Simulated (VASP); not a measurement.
# TiC (Fm-3m) in VASP: a series of runs

The runs below take TiC through single point, with LDA, PBEsol, PBE.

Everything below comes from runs of VASP 6.6.1. Logs are shortened: lines on timing, memory, paths and dates and some standing lists are left out, and cuts for length are marked.

### Step 1. The cell of the first run

The structure is cubic, space group Fm-3m (No. 225). Conventional cell: a = 4.261 Å, b = 4.261 Å, c = 4.261 Å, α = 90.00°, β = 90.00°, γ = 90.00°. Ti (site symmetry m-3m) has 6 C at 2.13 Å within 2.8 Å. C (site symmetry m-3m) has 6 Ti at 2.13 Å within 2.8 Å.

### Step 2. Single point, LDA

File INCAR:

```
  PREC = Accurate
  ENCUT = 520
  EDIFF = 1E-7
  ISMEAR = -1
  SIGMA = 0.1
  LREAL = False
  LASPH = True
  NELM = 100
  ALGO = Normal
  ISIF = 2
  LWAVE = False
  LCHARG = True
  LELF = True
  LVHAR = True
  NBANDS = 15
```

File KPOINTS:

```
regular mesh
0
Gamma
  13 13 13
```

File POSCAR:

```
TiC
1.0
    0.0000000000      2.1304673586      2.1304673586
    2.1304673586      0.0000000000      2.1304673586
    2.1304673586      2.1304673586      0.0000000000
Ti C
1 1
Direct
    0.0000000000      0.0000000000      0.0000000000
    0.5000000000      0.5000000000      0.5000000000
```

Potentials or basis: VASP PAW LDA potentials, release 64 (Ti_sv, C).

Run with:

```bash
$ cat potpaw_LDA.64/Ti_sv/POTCAR potpaw_LDA.64/C/POTCAR > POTCAR
$ mpirun -np 1 vasp_std > vasp.out
```

OUTCAR:

```text
PREC = Accurate
   ENCUT = 520
   EDIFF = 1E-7
   ISMEAR = -1
   LREAL = False
   LASPH = True
   NELM = 100
   ISIF = 2

 ion  position               nearest neighbor table
   1  0.000  0.000  0.000-   2 2.13   2 2.13   2 2.13   2 2.13   2 2.13   2 2.13
   2  0.500  0.500  0.500-   1 2.13   1 2.13   1 2.13   1 2.13   1 2.13   1 2.13

  LATTYP: Found a face centered cubic cell.
 ALAT       =     4.2609347172

  Lattice vectors:

 A1 = (   0.0000000000,   2.1304673586,   2.1304673586)
 A2 = (   2.1304673586,   0.0000000000,   2.1304673586)
 A3 = (   2.1304673586,   2.1304673586,   0.0000000000)

Analysis of symmetry for initial positions (statically):
=====================================================================
 Subroutine PRICEL returns:
 Original cell was already a primitive cell.

 Routine SETGRP: Setting up the symmetry group for a
 face centered cubic supercell.

 Subroutine GETGRP returns: Found 48 space group operations
 (whereof 48 operations were pure point group operations)
 out of a pool of 48 trial point group operations.

The static configuration has the point symmetry O_h .

Analysis of symmetry for dynamics (positions and initial velocities):
=====================================================================
 Subroutine PRICEL returns:
 Original cell was already a primitive cell.

 Routine SETGRP: Setting up the symmetry group for a
 face centered cubic supercell.

 Subroutine GETGRP returns: Found 48 space group operations
 (whereof 48 operations were pure point group operations)
 out of a pool of 48 trial point group operations.

The dynamic configuration has the point symmetry O_h .

 Subroutine INISYM returns: Found 48 space group operations
 (whereof 48 operations are pure point group operations),
 and found     1 'primitive' translations

----------------------------------------------------------------------------------------

                                     Primitive cell

  volume of cell :      19.3399

  direct lattice vectors                    reciprocal lattice vectors
     0.000000000  2.130467359  2.130467359    -0.234690289  0.234690289  0.234690289
     2.130467359  0.000000000  2.130467359     0.234690289 -0.234690289  0.234690289
     2.130467359  2.130467359  0.000000000     0.234690289  0.234690289 -0.234690289

  length of vectors
     3.012935833  3.012935833  3.012935833     0.406495505  0.406495505  0.406495505

  position of ions in fractional coordinates (direct lattice)
     0.000000000  0.000000000  0.000000000
     0.500000000  0.500000000  0.500000000

  ion indices of the primitive-cell ions
   primitive index   ion index
                 1           1
                 2           2

----------------------------------------------------------------------------------------

 KPOINTS: regular mesh

Automatic generation of k-mesh.
 Grid dimensions read from file:
 generate k-points for:   13   13   13

 Generating k-lattice:

  Cartesian coordinates                     Fractional coordinates (reciprocal lattice)
    -0.018053099  0.018053099  0.018053099     0.076923077  0.000000000  0.000000000
     0.018053099 -0.018053099  0.018053099     0.000000000  0.076923077  0.000000000
     0.018053099  0.018053099 -0.018053099     0.000000000  0.000000000  0.076923077

  Length of vectors
     0.031268885  0.031268885  0.031268885

  Shift w.r.t. Gamma in fractional coordinates (k-lattice)
     0.000000000  0.000000000  0.000000000

 Subroutine IBZKPT returns following result:
 ===========================================

 Found     84 irreducible k-points:

 Following reciprocal coordinates:
            Coordinates               Weight
  0.000000  0.000000  0.000000      1.000000
  0.076923  0.000000  0.000000      8.000000
  0.153846  0.000000  0.000000      8.000000
  0.230769  0.000000  0.000000      8.000000
  0.307692  0.000000  0.000000      8.000000
  0.384615  0.000000  0.000000      8.000000
[... 16 lines left out ...]
  0.384615  0.153846  0.000000     24.000000
  0.461538  0.153846  0.000000     24.000000
 [... further k-points ...]
   k-points           NKPTS =     84   k-points in BZ     NKDIM =     84   number of bands    NBANDS=     15
   number of dos      NEDOS =    301   number of ions     NIONS =      2
   total plane-waves  NPLWV =  13824
   dimension x,y,z NGX =    24 NGY =   24 NGZ =   24
   dimension x,y,z NGXF=    48 NGYF=   48 NGZF=   48
   ions per type =               1   1
   NGX,Y,Z   is equivalent  to a cutoff of  13.24, 13.24, 13.24 a.u.
   NGXF,Y,Z  is equivalent  to a cutoff of  26.49, 26.49, 26.49 a.u.
 SYSTEM =  unknown system
   PREC   = accura    normal or accurate (medium, high low for compatibility)
   ISTART =      0    job   : 0-new  1-cont  2-samecut
   ICHARG =      2    charge: 1-file 2-atom 10-const
   ISPIN  =      1    spin polarized calculation?
   LNONCOLLINEAR =      F non collinear calculations
   LSORBIT =      F    spin-orbit coupling
   LASPH  =      T    aspherical Exc in radial PAW
   ENCUT  =  520.0 eV  38.22 Ry    6.18 a.u.   5.60  5.60  5.60*2*pi/ulx,y,z
   NELM   =    100;   NELMIN=  2; NELMDL= -5     # of ELM steps
   EDIFF  = 0.1E-06   stopping-criterion for ELM
   LREAL  =      F    real-space projection
   EDIFFG = 0.1E-05   stopping-criterion for IOM
   NSW    =      0    number of steps for IOM
   IBRION =     -1    ionic relax: 0-MD 1-quasi-New 2-CG
   NFREE  =      0    steps in history (QN), initial steepest desc. (CG)
   ISIF   =      2    stress and relaxation
   ISYM   =      2    0-nonsym 1-usesym 2-fastsym
   POTIM  = 0.5000    time-step for ionic-motion
   TEBEG  =    0.0;   TEEND  =   0.0 temperature during run
   PSTRESS=    0.0 pullay stress
   NELECT =      16.0000    total number of electrons
   NUPDOWN=      -1.0000    fix difference up-down
   EMIN   =  10.00;   EMAX   =-10.00  energy-range for DOS
   EFERMI =   0.00;   METHOD = LEGACY
   ISMEAR =    -1;   SIGMA  =   0.10  broadening in eV -4-tet -1-fermi 0-gaus
   EFERMI_NEDOS =   21; number of points for ismear=-14 and -15
   IALGO  =     38    algorithm
   IMIX   =      4    mixing-type and parameters
     AMIX     =   0.40;   BMIX     =  1.00
     AMIX_MAG =   1.60;   BMIX_MAG =  1.00
  volume/ion in A,a.u.               =       9.67        65.26
  Fermi-wavevector in a.u.,A,eV,Ry     =   1.536845  2.904215 32.135480  2.361891
  Thomas-Fermi vector in A             =   2.643436
   LORBIT       =      0    0 simple, 1 ext, 2 COOP (PROOUT), +10 PAW based schemes
   GGA     = CA    functional components
   LHFCALC =     F    Hartree Fock is set to
   AEXX    =    0.0000 exact exchange contribution
   IVDW    =     0    specifies the selected vdW correction
   LEPSILON=     F    determine dielectric tensor
   LRPA    =     F    only Hartree local field effects (RPA)
 non-spin polarized calculation
  energy-cutoff  :      520.00
  volume of cell :       19.34
 maximum number of plane-waves:       533
   NGX = 11   NGY = 11   NGZ = 11

 number of electron      16.0000003 magnetization

 Free energy of the ion-electron system (eV)
  ---------------------------------------------------
  ext. energy  EPLUGINS =         0.00000000
  ---------------------------------------------------
  free energy    TOTEN  =       -20.54377295 eV

  energy without entropy =      -20.53389696  energy(sigma->0) =      -20.53883495

 E-fermi :   9.8152     XC(G=0): -13.2314

 val. band max:        9.6401130762   @ k =   0.3846   0.3846   0.0000
 cond. band min:       9.8241963664   @ k =   0.1538   0.1538   0.0000
 fundamental gap:      0.1840832902
 Fermi energy:         9.8151992258

 k-point     1 :       0.0000    0.0000    0.0000
  band No.  band energies     occupation
      1     -45.9124      2.00000
      2     -22.2887      2.00000
      3     -22.2887      2.00000
      4     -22.2887      2.00000
      5      -2.6067      2.00000
      6      10.4735      0.00276
      7      10.4735      0.00276
      8      10.4735      0.00276
      9      11.5784      0.00000
     10      11.5784      0.00000
     11      11.5784      0.00000
     12      11.6448      0.00000
     13      11.6448      0.00000
     14      21.1743      0.00000
     15      24.0715      0.00000

 k-point     2 :       0.0769    0.0000    0.0000
  band No.  band energies     occupation
      1     -45.9069      2.00000
      2     -22.3256      2.00000
      3     -22.2920      2.00000
      4     -22.2920      2.00000
      5      -2.4632      2.00000
      6       9.8455      0.84970
      7      10.1350      0.07849
      8      10.1350      0.07849
      9      10.8419      0.00007
     10      10.8419      0.00007
     11      11.9104      0.00000
     12      12.9297      0.00000
     13      12.9297      0.00000
     14      21.3921      0.00000
     15      24.1619      0.00000

 k-point     3 :       0.1538    0.0000    0.0000
  band No.  band energies     occupation
      1     -45.8917      2.00000
      2     -22.4268      2.00000
      3     -22.3014      2.00000
      4     -22.3014      2.00000
      5      -2.0473      2.00000
      6       8.6714      1.99998
      7       9.1295      1.99790
      8       9.1295      1.99790
      9      11.0592      0.00001
     10      11.0592      0.00001
     11      12.3290      0.00000
     12      14.3188      0.00000
     13      14.3188      0.00000
     14      21.8247      0.00000
     15      24.2651      0.00000
[... 343 lines left out ...]
 k-point    23 :       0.3846    0.1538    0.0000
  band No.  band energies     occupation
      1     -45.8280      2.00000
      2     -22.7396      2.00000
      3     -22.3880      2.00000
      4     -22.3820      2.00000
      5      -0.1672      2.00000
      6       5.5299      2.00000
      7       7.2134      2.00000
      8       7.8888      2.00000
      9      11.2615      0.00000
     10      12.7944      0.00000
     11      13.7557      0.00000
     12      15.7815      0.00000
     13      17.4906      0.00000
     14      21.5858      0.00000
     15      25.3648      0.00000

 k-point    24 :       0.4615    0.1538    0.0000
  band No.  band energies     occupation
      1     -45.8130      2.00000
      2     -22.8221      2.00000
      3     -22.4144      2.00000
      4     -22.3828      2.00000
      5       0.5072      2.00000
      6       4.8012      2.00000
      7       6.8340      2.00000
      8       7.3861      2.00000
      9      11.9030      0.00000
     10      13.0135      0.00000
     11      13.9293      0.00000
     12      16.7602      0.00000
     13      17.6153      0.00000
     14      20.7137      0.00000
     15      25.1516      0.00000

 [... further k-points ...]
[... 5 lines left out ...]
  --------------------------------------------------------------------------------------
  -------------------------------------------------------------------------------------
  Total        0.0861204      0.0861204      0.0861204      0.0000000      0.0000000      0.0000000
  in kB        7.1344748      7.1344748      7.1344748      0.0000000      0.0000000      0.0000000
  external PRESSURE =       7.1344748 kB  Pullay stress =       0.0000000 kB

 VOLUME and BASIS-vectors are now :
 -----------------------------------------------------------------------------
  energy-cutoff  :      520.00
  volume of cell :       19.34
      direct lattice vectors                 reciprocal lattice vectors
     0.000000000  2.130467359  2.130467359    -0.234690289  0.234690289  0.234690289
     2.130467359  0.000000000  2.130467359     0.234690289 -0.234690289  0.234690289
     2.130467359  2.130467359  0.000000000     0.234690289  0.234690289 -0.234690289

 POSITION                                       TOTAL-FORCE (eV/Angst)
 -----------------------------------------------------------------------------------
      0.00000      0.00000      0.00000         0.000000      0.000000     -0.000000
      2.13047      2.13047      2.13047         0.000000      0.000000      0.000000
 -----------------------------------------------------------------------------------
    total drift:                                0.000000     -0.000000     -0.000000

  FREE ENERGIE OF THE ION-ELECTRON SYSTEM (eV)
  ---------------------------------------------------
  free  energy   TOTEN  =       -20.5437729450 eV

  energy  without entropy=      -20.5338969622  energy(sigma->0) =      -20.53883495
```

Run time: 11 s. Hardware: 1 thread of Intel Xeon 6975P-C (Granite Rapids), shared host; peak memory 0.14 GiB.

What came out:

* Free energy: -20.5438 eV
* Pressure: 0.7 GPa
* Band gap on the k mesh: zero (band 8 reaches 10.47 eV, above the bottom of band 9 at 9.42 eV)

### Step 3. Single point, PBEsol

This run uses another cell than the first one, of 9.89 Å³/atom, 1.023 times its volume.

File INCAR:

```
PREC = Accurate ; ENCUT = 520
EDIFF = 1E-6 ; ISMEAR = -1
SIGMA = 0.1 ; LREAL = False
LASPH = True ; NELM = 80
ALGO = Normal ; ISIF = 2
LWAVE = False ; LCHARG = False
GGA = PS ; NBANDS = 15
```

File KPOINTS:

```
Automatic mesh
0
Gamma
  13 13 13
```

File POSCAR:

```
TiC
1.0
    0.0000000000      2.1465344037      2.1465344037
    2.1465344037      0.0000000000      2.1465344037
    2.1465344037      2.1465344037      0.0000000000
Ti C
1 1
Direct
    0.0000000000      0.0000000000      0.0000000000
    0.5000000000      0.5000000000      0.5000000000
```

Potentials or basis: VASP PAW PBE potentials, release 64 (Ti_sv, C).

Run with:

```bash
$ cat potpaw_PBE.64/Ti_sv/POTCAR potpaw_PBE.64/C/POTCAR > POTCAR
$ mpirun -np 1 vasp_std > vasp.out
```

Run time: 9 s. Hardware: 1 thread of Intel Xeon 6975P-C (Granite Rapids), shared host; peak memory 0.15 GiB.

Results (log left out):

| Property | Result |
| --- | --- |
| Free energy | -19.8071 eV |
| Pressure | 0.3 GPa |
| Band gap on the k mesh | zero (band 8 reaches 10.29 eV, above the bottom of band 9 at 9.22 eV) |

Levels at points of the mesh, in eV from the Fermi level:
```tsv
k point	band 4	band 5	band 6	band 7	band 8	band 9	band 10	band 11	band 12	band 13
(0.00, 0.00, 0.00)	-32.35	-12.48	0.68	0.68	0.68	1.75	1.75	1.75	1.79	1.79
```

Caveat: the PAW data sets were made with another functional, which shifts forces and pressure a little.

### Step 4. Single point, PBE

This run uses another cell than the first one, of 10.17 Å³/atom, 1.051 times its volume.

File INCAR:

```
SYSTEM = TiC
PREC = Accurate ; ENCUT = 520
EDIFF = 1E-6 ; ISMEAR = -1
SIGMA = 0.1 ; LREAL = .FALSE.
LASPH = .TRUE. ; NELM = 60
ALGO = Normal ; ISIF = 2
LWAVE = .FALSE. ; LCHARG = .FALSE.
GGA = PE ; NBANDS = 15
```

File KPOINTS:

```
Automatic mesh
0
G
  13 13 13
  0 0 0
```

File POSCAR:

```
TiC
1.0
    0.0000000000      2.1663078676      2.1663078676
    2.1663078676      0.0000000000      2.1663078676
    2.1663078676      2.1663078676      0.0000000000
Ti C
1 1
Direct
    0.0000000000      0.0000000000      0.0000000000
    0.5000000000      0.5000000000      0.5000000000
```

Run with:

```bash
$ cat potpaw_PBE.64/Ti_sv/POTCAR potpaw_PBE.64/C/POTCAR > POTCAR
$ mpirun -np 1 vasp_std > vasp.out
```

Wall time 10 s (1 thread of Intel Xeon 6975P-C (Granite Rapids), shared host); peak memory 0.15 GiB.

Results (log left out):

```yaml
Free_energy: -18.7143 eV
Pressure: 0.2 GPa
Band_gap_on_the_k_mesh: zero (band 8 reaches 10.10 eV, above the bottom of band 9 at 9.02 eV)
```

Levels at points of the mesh, in eV from the Fermi level:
```csv
k point,band 6,band 7,band 8,band 9,band 10,band 11
"(0.00, 0.00, 0.00)",0.70,0.70,0.70,1.68,1.68,1.68
```

### Step 5. Overview

| level | potentials or basis | cell | gap on the mesh (eV) | pressure (GPa) |
| --- | --- | --- | --- | --- |
| LDA | VASP PAW LDA potentials, release 64 (Ti_sv, C) | a = 3.013 Å, angles 60.0°, 2 atoms | none | 0.7 |
| PBEsol | VASP PAW PBE potentials, release 64 (Ti_sv, C) | a = 3.036 Å, angles 60.0°, 2 atoms | none | 0.3 |
| PBE | VASP PAW PBE potentials, release 64 (Ti_sv, C) | a = 3.064 Å, angles 60.0°, 2 atoms | none | 0.2 |

Alike in all rows: task single point; no spin polarisation; k mesh 13 × 13 × 13; cutoff (eV) 520; smearing fermi-dirac 0.1 eV.

Caveats: the PAW data sets were made with another functional, which shifts forces and pressure a little (some runs).

Absolute energies hang on the potentials; compare differences alone.
